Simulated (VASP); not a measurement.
# MnGa3 (Fm-3m) in VASP: a series of runs

The runs below take MnGa3 through single point, relaxation of cell and atoms, with PBEsol.

All numbers are computed with VASP 6.6.1; they aren't measurements. Logs are shortened: lines on timing, memory, paths and dates and some standing lists are left out, and cuts for length are marked.

## 1. The cell of the first run

It takes space group Fm-3m (No. 225, cubic). Conventional cell: a = 6.298 Å, b = 6.298 Å, c = 6.298 Å, α = 90.00°, β = 90.00°, γ = 90.00°. Ga (site symmetry -43m) has 10 Ga at 2.73 to 3.15 Å and 4 Mn at 2.73 Å within 3.6 Å. Ga (site symmetry m-3m) has 8 Ga at 2.73 Å and 6 Mn at 3.15 Å within 3.6 Å. Within 3.6 Å of Mn (site symmetry m-3m) lie 14 Ga at 2.73 to 3.15 Å.

## 2. Single point, PBEsol, collinear spin, ferromagnetic start

The input, INCAR:

```
  ALGO = Normal
  EDIFF = 1E-6
  ENCUT = 520
  GGA = PS
  ISIF = 2
  ISMEAR = 0
  ISPIN = 2
  LASPH = True
  LCHARG = False
  LMAXMIX = 4
  LORBIT = 11
  LREAL = False
  LWAVE = False
  MAGMOM = 0 0 0 3.19
  NBANDS = 38
  NELM = 150
  PREC = Accurate
  SIGMA = 0.1
```

The input, KPOINTS:

```
k-points
0
Gamma
  6 6 6
```

The input, POSCAR:

```
MnGa3
1.0
    0.0000000000      3.1491401061      3.1491401061
    3.1491401061      0.0000000000      3.1491401061
    3.1491401061      3.1491401061      0.0000000000
Ga Mn
3 1
Direct
    0.2500000000      0.2500000000      0.2500000000
    0.7500000000      0.7500000000      0.7500000000
    0.5000000000      0.5000000000      0.5000000000
    0.0000000000      0.0000000000      0.0000000000
```

Potentials or basis: VASP PAW PBE potentials, release 64 (Ga_d, Mn_pv).

Command:

```sh
> cat potpaw_PBE.64/Ga_d/POTCAR potpaw_PBE.64/Mn_pv/POTCAR > POTCAR
> mpirun -np 1 vasp_std > vasp.out
```

OUTCAR:

```text
EDIFF = 1E-6
   ENCUT = 520
   GGA = PS
   ISIF = 2
   ISMEAR = 0
   ISPIN = 2
   LASPH = True
   LORBIT = 11
   LREAL = False
   NELM = 150
   PREC = Accurate

 ion  position               nearest neighbor table
   1  0.250  0.250  0.250-   3 2.73   4 2.73   4 2.73   4 2.73   4 2.73   3 2.73   3 2.73   3 2.73

   2  0.750  0.750  0.750-   3 2.73   4 2.73   3 2.73   3 2.73   3 2.73   4 2.73   4 2.73   4 2.73

   3  0.500  0.500  0.500-   1 2.73   2 2.73   1 2.73   1 2.73   1 2.73   2 2.73   2 2.73   2 2.73

   4  0.000  0.000  0.000-   1 2.73   2 2.73   2 2.73   2 2.73   2 2.73   1 2.73   1 2.73   1 2.73

  LATTYP: Found a face centered cubic cell.
 ALAT       =     6.2982802122

  Lattice vectors:

 A1 = (   0.0000000000,   3.1491401061,   3.1491401061)
 A2 = (   3.1491401061,   0.0000000000,   3.1491401061)
 A3 = (   3.1491401061,   3.1491401061,   0.0000000000)

Analysis of symmetry for initial positions (statically):
=====================================================================
 Subroutine PRICEL returns:
 Original cell was already a primitive cell.

 Routine SETGRP: Setting up the symmetry group for a
 face centered cubic supercell.

 Subroutine GETGRP returns: Found 48 space group operations
 (whereof 48 operations were pure point group operations)
 out of a pool of 48 trial point group operations.

The static configuration has the point symmetry O_h .

Analysis of symmetry for dynamics (positions and initial velocities):
=====================================================================
 Subroutine PRICEL returns:
 Original cell was already a primitive cell.

 Routine SETGRP: Setting up the symmetry group for a
 face centered cubic supercell.

 Subroutine GETGRP returns: Found 48 space group operations
 (whereof 48 operations were pure point group operations)
 out of a pool of 48 trial point group operations.

The dynamic configuration has the point symmetry O_h .

Analysis of structural, dynamic, and magnetic symmetry:
=====================================================================
 Subroutine PRICEL returns:
 Original cell was already a primitive cell.

 Routine SETGRP: Setting up the symmetry group for a
 face centered cubic supercell.

 Subroutine GETGRP returns: Found 48 space group operations
 (whereof 48 operations were pure point group operations)
 out of a pool of 48 trial point group operations.

The overall configuration has the point symmetry O_h .

 Subroutine INISYM returns: Found 48 space group operations
 (whereof 48 operations are pure point group operations),
 and found     1 'primitive' translations

----------------------------------------------------------------------------------------

                                     Primitive cell

  volume of cell :      62.4606

  direct lattice vectors                    reciprocal lattice vectors
     0.000000000  3.149140106  3.149140106    -0.158773501  0.158773501  0.158773501
     3.149140106  0.000000000  3.149140106     0.158773501 -0.158773501  0.158773501
     3.149140106  3.149140106  0.000000000     0.158773501  0.158773501 -0.158773501

  length of vectors
     4.453556648  4.453556648  4.453556648     0.275003771  0.275003771  0.275003771

  position of ions in fractional coordinates (direct lattice)
     0.250000000  0.250000000  0.250000000
     0.750000000  0.750000000  0.750000000
     0.500000000  0.500000000  0.500000000
     0.000000000  0.000000000  0.000000000

  ion indices of the primitive-cell ions
   primitive index   ion index
                 1           1
                 2           2
                 3           3
                 4           4

----------------------------------------------------------------------------------------

 KPOINTS: k-points

Automatic generation of k-mesh.
 Grid dimensions read from file:
 generate k-points for:    6    6    6

 Generating k-lattice:

  Cartesian coordinates                     Fractional coordinates (reciprocal lattice)
    -0.026462250  0.026462250  0.026462250     0.166666667  0.000000000  0.000000000
     0.026462250 -0.026462250  0.026462250     0.000000000  0.166666667  0.000000000
     0.026462250  0.026462250 -0.026462250     0.000000000  0.000000000  0.166666667

  Length of vectors
     0.045833962  0.045833962  0.045833962

  Shift w.r.t. Gamma in fractional coordinates (k-lattice)
     0.000000000  0.000000000  0.000000000

 Subroutine IBZKPT returns following result:
 ===========================================

 Found     16 irreducible k-points:

 Following reciprocal coordinates:
            Coordinates               Weight
  0.000000  0.000000  0.000000      1.000000
  0.166667  0.000000  0.000000      8.000000
  0.333333  0.000000  0.000000      8.000000
  0.500000  0.000000  0.000000      4.000000
  0.166667  0.166667  0.000000      6.000000
  0.333333  0.166667  0.000000     24.000000
[... 8 lines left out ...]
 -0.333333  0.333333  0.166667     24.000000
 -0.333333  0.500000  0.166667     12.000000
   k-points           NKPTS =     16   k-points in BZ     NKDIM =     16   number of bands    NBANDS=     38
   number of dos      NEDOS =    301   number of ions     NIONS =      4
   total plane-waves  NPLWV =  46656
   dimension x,y,z NGX =    36 NGY =   36 NGZ =   36
   dimension x,y,z NGXF=    72 NGYF=   72 NGZF=   72
   ions per type =               3   1
   NGX,Y,Z   is equivalent  to a cutoff of  13.44, 13.44, 13.44 a.u.
   NGXF,Y,Z  is equivalent  to a cutoff of  26.88, 26.88, 26.88 a.u.
 SYSTEM =  unknown system
   PREC   = accura    normal or accurate (medium, high low for compatibility)
   ISTART =      0    job   : 0-new  1-cont  2-samecut
   ICHARG =      2    charge: 1-file 2-atom 10-const
   ISPIN  =      2    spin polarized calculation?
   LNONCOLLINEAR =      F non collinear calculations
   LSORBIT =      F    spin-orbit coupling
   LASPH  =      T    aspherical Exc in radial PAW
   ENCUT  =  520.0 eV  38.22 Ry    6.18 a.u.   8.28  8.28  8.28*2*pi/ulx,y,z
   NELM   =    150;   NELMIN=  2; NELMDL= -5     # of ELM steps
   EDIFF  = 0.1E-05   stopping-criterion for ELM
   LREAL  =      F    real-space projection
   EDIFFG = 0.1E-04   stopping-criterion for IOM
   NSW    =      0    number of steps for IOM
   IBRION =     -1    ionic relax: 0-MD 1-quasi-New 2-CG
   NFREE  =      0    steps in history (QN), initial steepest desc. (CG)
   ISIF   =      2    stress and relaxation
   ISYM   =      2    0-nonsym 1-usesym 2-fastsym
   POTIM  = 0.5000    time-step for ionic-motion
   TEBEG  =    0.0;   TEEND  =   0.0 temperature during run
   PSTRESS=    0.0 pullay stress
   NELECT =      52.0000    total number of electrons
   NUPDOWN=      -1.0000    fix difference up-down
   EMIN   =  10.00;   EMAX   =-10.00  energy-range for DOS
   EFERMI =   0.00;   METHOD = LEGACY
   ISMEAR =     0;   SIGMA  =   0.10  broadening in eV -4-tet -1-fermi 0-gaus
   EFERMI_NEDOS =   21; number of points for ismear=-14 and -15
   IALGO  =     38    algorithm
   IMIX   =      4    mixing-type and parameters
     AMIX     =   0.40;   BMIX     =  1.00
     AMIX_MAG =   1.60;   BMIX_MAG =  1.00
  volume/ion in A,a.u.               =      15.62       105.38
  Fermi-wavevector in a.u.,A,eV,Ry     =   1.540071  2.910311 32.270536  2.371817
  Thomas-Fermi vector in A             =   2.646209
   LORBIT       =     11    0 simple, 1 ext, 2 COOP (PROOUT), +10 PAW based schemes
   GGA     = PS    functional components
   LHFCALC =     F    Hartree Fock is set to
   AEXX    =    0.0000 exact exchange contribution
   IVDW    =     0    specifies the selected vdW correction
   LEPSILON=     F    determine dielectric tensor
   LRPA    =     F    only Hartree local field effects (RPA)
 spin polarized calculation
 Gauss-broadening in eV      SIGMA  =   0.10
  energy-cutoff  :      520.00
  volume of cell :       62.46
 maximum number of plane-waves:      1700
 NGX is ok and might be reduce to    36
   NGX = 17   NGY = 17   NGZ = 17

 number of electron      52.0000007 magnetization       3.1191059

 Free energy of the ion-electron system (eV)
  ---------------------------------------------------
  ext. energy  EPLUGINS =         0.00000000
  ---------------------------------------------------
  free energy    TOTEN  =       -18.86514433 eV

  energy without entropy =      -18.84951352  energy(sigma->0) =      -18.85732892

 E-fermi :   7.3938     XC(G=0): -12.0836

 val. band max:        7.3788391264   @ k =   0.5000   0.1667   0.0000
 cond. band min:       7.4427117091   @ k =  -0.1667   0.1667   0.0000
 fundamental gap:      0.0638725827
 Fermi energy:         7.3938180054

 spin component 1

 k-point     1 :       0.0000    0.0000    0.0000
  band No.  band energies     occupation
      1     -42.1478      1.00000
      2     -42.1478      1.00000
      3     -42.1478      1.00000
      4      -7.9345      1.00000
      5      -7.9345      1.00000
      6      -7.8896      1.00000
[... 30 lines left out ...]
     37      14.9098      0.00000
     38      14.9098      0.00000
[... 613 lines left out ...]
     37      17.9908      0.00000
     38      18.1103      0.00000
 Fermi energy:         7.3938180054

 spin component 2

 k-point     1 :       0.0000    0.0000    0.0000
  band No.  band energies     occupation
      1     -38.8729      1.00000
      2     -38.8729      1.00000
      3     -38.8729      1.00000
      4      -7.9412      1.00000
      5      -7.9412      1.00000
      6      -7.8991      1.00000
[... 30 lines left out ...]
     37      15.5030      0.00000
     38      15.8909      0.00000
[... 613 lines left out ...]
     37      18.4254      0.00000
     38      18.4295      0.00000

------------------------ aborting loop because EDIFF is reached ----------------------------------------

  FORCE on cell =-STRESS in cart. coord.  units (eV):
  Direction    XX          YY          ZZ          XY          YZ          ZX
  --------------------------------------------------------------------------------------
  -------------------------------------------------------------------------------------
  Total        0.0965263      0.0965263      0.0965263      0.0000000      0.0000000     -0.0000000
  in kB        2.4759969      2.4759969      2.4759969      0.0000000      0.0000000     -0.0000000
  external PRESSURE =       2.4759969 kB  Pullay stress =       0.0000000 kB

 VOLUME and BASIS-vectors are now :
 -----------------------------------------------------------------------------
  energy-cutoff  :      520.00
  volume of cell :       62.46
      direct lattice vectors                 reciprocal lattice vectors
     0.000000000  3.149140106  3.149140106    -0.158773501  0.158773501  0.158773501
     3.149140106  0.000000000  3.149140106     0.158773501 -0.158773501  0.158773501
     3.149140106  3.149140106  0.000000000     0.158773501  0.158773501 -0.158773501

 POSITION                                       TOTAL-FORCE (eV/Angst)
 -----------------------------------------------------------------------------------
      1.57457      1.57457      1.57457         0.000000      0.000000      0.000000
      4.72371      4.72371      4.72371        -0.000000     -0.000000     -0.000000
      3.14914      3.14914      3.14914        -0.000000     -0.000000     -0.000000
      0.00000      0.00000      0.00000        -0.000000     -0.000000     -0.000000
 -----------------------------------------------------------------------------------
    total drift:                                0.000000      0.000000      0.000000

  FREE ENERGIE OF THE ION-ELECTRON SYSTEM (eV)
  ---------------------------------------------------
  free  energy   TOTEN  =       -18.8651443263 eV

  energy  without entropy=      -18.8495135173  energy(sigma->0) =      -18.85732892

 total charge

# of ion       s       p       d       tot
------------------------------------------
    1        0.967   0.705   9.984  11.656
    2        0.967   0.705   9.984  11.656
    3        0.989   0.646   9.995  11.631
    4        0.305   6.179   5.082  11.566
--------------------------------------------------
tot          3.227   8.235  35.046  46.508

 magnetization (x)

# of ion       s       p       d       tot
------------------------------------------
    1       -0.005  -0.050   0.002  -0.053
    2       -0.005  -0.050   0.002  -0.053
    3        0.024  -0.053  -0.003  -0.032
    4        0.014   0.038   3.112   3.164
--------------------------------------------------
tot          0.029  -0.116   3.113   3.026
```

Run time: 63 s. Hardware: 1 thread of Intel Xeon Platinum 8488C (Sapphire Rapids), shared host; peak memory 0.26 GiB.

Results:

```
Free energy                                           : -18.8651 eV
Pressure                                              : 0.2 GPa
Net moment                                            : 3.12 μB per cell
Site moments                                          : Ga -0.05, -0.03 (each value once); Mn +3.16 μB
Valence electrons inside the program's atomic spheres : Ga 11.66, 11.63 (each value once); Mn 11.57
```

Caveat: the PAW data sets were made with another functional, which shifts forces and pressure a little.

[end of part 1 of 2]
